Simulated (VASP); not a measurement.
# Be2ZnSe3 (P6/mmm) in VASP: a series of runs, part 2 of 2

VASP 6.6.1.

## 3. Relaxation of cell and atoms, PBE

This run uses another cell than the first one, of 19.73 Å³/atom, 1.101 times its volume.

Input file INCAR:

```
PREC = Accurate ; ENCUT = 600
EDIFF = 1E-6 ; ISMEAR = 0
SIGMA = 0.1 ; LREAL = F
LASPH = T ; NELM = 100
ALGO = Normal ; ISIF = 3
LWAVE = F ; LCHARG = F
GGA = PE ; IBRION = 2
NSW = 100 ; EDIFFG = -0.01
```

Input file KPOINTS:

```
regular mesh
0
Gamma
  6 6 14
```

Input file POSCAR:

```
Be2ZnSe3
1.0
    6.9454068484     -0.0000000033      0.0000000000
   -3.4727034213      6.0148987720      0.0000000000
    0.0000000000      0.0000000000      2.8343174819
Be Zn Se
2 1 3
Direct
    0.3333333333      0.6666666667      0.0000000000
    0.6666666667      0.3333333333      0.0000000000
    0.0000000000      0.0000000000      0.0000000000
    0.5000000000      0.0000000000      0.5000000000
    0.5000000000      0.5000000000      0.5000000000
    0.0000000000      0.5000000000      0.5000000000
```

Potentials or basis: VASP PAW PBE potentials, release 64 (Be, Zn, Se).

Launch:

```console
$ cat potpaw_PBE.64/Be/POTCAR potpaw_PBE.64/Zn/POTCAR potpaw_PBE.64/Se/POTCAR > POTCAR
$ mpirun -np 1 vasp_std > vasp.out
```

OUTCAR:

```text
PREC = Accurate
   ENCUT = 600
   EDIFF = 1E-6
   ISMEAR = 0
   LREAL = F
   LASPH = T
   NELM = 100
   ISIF = 3
   GGA = PE
   IBRION = 2
   NSW = 100
   EDIFFG = -0.01

 ion  position               nearest neighbor table
   1  0.333  0.667  0.000-   4 2.46   4 2.46   6 2.46   6 2.46   5 2.46   5 2.46
   2  0.667  0.333  0.000-   4 2.46   4 2.46   6 2.46   6 2.46   5 2.46   5 2.46
   3  0.000  0.000  0.000-
   4  0.500  0.000  0.500-   1 2.46   2 2.46   1 2.46   2 2.46
[... 837 lines left out ...]
  -------------------------------------------------------------------------------------
  Total        0.0498579      0.0498579      0.0018671      0.0000000     -0.0000000      0.0000000
  in kB        0.6750377      0.6750377      0.0252788      0.0000000     -0.0000000      0.0000000
  external PRESSURE =       0.4584514 kB  Pullay stress =       0.0000000 kB

 VOLUME and BASIS-vectors are now :
 -----------------------------------------------------------------------------
  energy-cutoff  :      600.00
  volume of cell :      118.34
      direct lattice vectors                 reciprocal lattice vectors
     6.952263616 -0.000000003  0.000000000     0.143838044  0.083044933 -0.000000000
    -3.476131805  6.020836907 -0.000000000     0.000000000  0.166089867 -0.000000000
     0.000000000  0.000000000  2.827049942    -0.000000000  0.000000000  0.353725622

 POSITION                                       TOTAL-FORCE (eV/Angst)
 -----------------------------------------------------------------------------------
      0.00000      4.01389     -0.00000         0.000000      0.000000      0.000000
      3.47613      2.00695      2.82705        -0.000000     -0.000000     -0.000000
      3.47613      6.02084     -0.00000        -0.000000     -0.000000     -0.000000
      0.00000      6.02084      1.41352        -0.000000     -0.000000     -0.000000
      1.73807      3.01042      1.41352        -0.000000     -0.000000     -0.000000
      5.21420      3.01042      1.41352        -0.000000     -0.000000     -0.000000
 -----------------------------------------------------------------------------------
    total drift:                               -0.000000      0.000000      0.000000

  FREE ENERGIE OF THE ION-ELECTRON SYSTEM (eV)
  ---------------------------------------------------
  free  energy   TOTEN  =       -17.8797996114 eV

  energy  without entropy=      -17.8690574652  energy(sigma->0) =      -17.87442854

 reached required accuracy - stopping structural energy minimisation
```

CONTCAR:

```text
Be2ZnSe3
   1.00000000000000
     6.9522636158309821   -0.0000000033032099    0.0000000000000000
    -3.4761318050125865    6.0208369067847274   -0.0000000000000000
     0.0000000000000000    0.0000000000000000    2.8270499422804884
  Be              Zn              Se
     2     1     3
Direct
     0.3333333332999970    0.6666666667000030    0.0000000000000000
     0.6666666667000030    0.3333333332999970    1.0000000000000000
     1.0000000000000000    1.0000000000000000    0.0000000000000000
     0.5000000000000000    1.0000000000000000    0.5000000000000000
     0.5000000000000000    0.5000000000000000    0.5000000000000000
     1.0000000000000000    0.5000000000000000    0.5000000000000000

  0.00000000E+00  0.00000000E+00  0.00000000E+00
  0.00000000E+00  0.00000000E+00  0.00000000E+00
  0.00000000E+00  0.00000000E+00  0.00000000E+00
  0.00000000E+00  0.00000000E+00  0.00000000E+00
  0.00000000E+00  0.00000000E+00  0.00000000E+00
  0.00000000E+00  0.00000000E+00  0.00000000E+00
```

Wall time 3.5 min (1 thread of Intel Xeon 6975P-C, shared host); peak memory 0.4 GiB.

What came out:

* Free energy: -17.8798 eV
* Relaxed volume: 19.72 Å³/atom
* Relaxed cell: a = 6.952 Å, b = 6.952 Å, c = 2.827 Å, α = 90.00°, β = 90.00°, γ = 120.00°
* Space group after relaxing (to 0.05 Å): P6/mmm (No. 191)
* Energy gained by relaxing: 0.1 meV/atom
* Ionic steps: 2
* Pressure after relaxing: 0.0 GPa
* Band gap on the k mesh: zero (band 17 reaches 5.37 eV, above the bottom of band 18 at 2.14 eV)

Step by step:
```
step  energy change (eV)  largest force (eV/Å)  pressure (GPa)  volume (Å³)
   1              0.0000                0.0000           -0.03       118.41
   2             -0.0006                0.0000            0.05       118.34
```

Final structure:
```yaml
crystal:
  lattice:
    - [6.95226, 0.00000, 0.00000]
    - [-3.47613, 6.02084, 0.00000]
    - [0.00000, 0.00000, 2.82705]
  atoms:
    - { symbol: Be, position: [0.33333, 0.66667, 0.00000] }
    - { symbol: Be, position: [0.66667, 0.33333, 0.00000] }
    - { symbol: Zn, position: [0.00000, 0.00000, 0.00000] }
    - { symbol: Se, position: [0.50000, 0.00000, 0.50000] }
    - { symbol: Se, position: [0.50000, 0.50000, 0.50000] }
    - { symbol: Se, position: [0.00000, 0.50000, 0.50000] }
```

Levels at points of the mesh, in eV from the Fermi level:
```csv
k point,band 13,band 14,band 15,band 16,band 17,band 18,band 19,band 20,band 21
"(0.00, 0.00, 0.00)",-2.35,-2.35,-1.30,0.54,1.20,2.65,2.65,3.16,3.16
"(0.50, 0.00, 0.00)",-3.51,-1.79,-1.73,1.56,1.75,2.01,2.05,2.65,3.68
"(0.00, 0.00, 0.50)",-2.26,-2.26,-1.02,0.09,0.09,0.51,1.03,1.03,1.24
"(0.50, 0.00, 0.50)",-3.35,-1.74,-1.41,-0.96,-0.23,0.28,0.74,1.01,1.95
```
